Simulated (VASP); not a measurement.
Here is a VASP 6.6.1 calculation.

Contents of INCAR:

```
PREC     = Accurate       # precision mode
ENCUT    = 520            # plane-wave cutoff, eV
EDIFF    = 1E-7           # SCF threshold, eV
ISMEAR   = -1             # smearing method
SIGMA    = 0.05           # smearing width, eV
LREAL    = False          # projectors in reciprocal space
LASPH    = True           # aspherical terms in the spheres
NELM     = 100            # most SCF steps
ALGO     = Normal         # electronic algorithm
ISIF     = 2              # what is computed and relaxed
LWAVE    = False          # write WAVECAR
LCHARG   = False          # write CHGCAR
GGA      = CA             # functional
NBANDS   = 40             # bands
```

The input KPOINTS:

```
regular mesh
0
Gamma
  7 7 2
```

Contents of POSCAR:

```
Ge4I
1.0
    2.6249422208     -1.6629124501     -0.0607703988
    2.6249422208      1.6629124501     -0.0607703988
   -1.3728105978      0.0000000000      9.9510256836
Ge I
4 1
Direct
    0.5500121321      0.5500121321      0.7687456242
    0.8471534677      0.8471534677      0.5890238080
    0.1528465323      0.1528465323      0.4109761920
    0.4499878679      0.4499878679      0.2312543758
    0.0000000000      0.0000000000      0.0000000000
```

Potentials or basis: VASP PAW LDA potentials, release 64 (Ge_d, I).

Launch:

```console
$ cat potpaw_LDA.64/Ge_d/POTCAR potpaw_LDA.64/I/POTCAR > POTCAR
$ mpirun -np 1 vasp_std > vasp.out
```

(1) What does it give for the pressure?

(2) Estimate the largest force.

(3) Predict the band gap on the k mesh.

Results:

(1) 20.2 GPa.

(2) 0.014 eV/Å.

(3) zero (an odd number of electrons rules out a gap without spin polarisation).

Caveat: the cell stands under pressure; spin-orbit coupling is left out, which moves the levels of the heavy elements; an odd number of electrons without spin polarisation forces a metal; a magnetic or distorted state may lie lower.
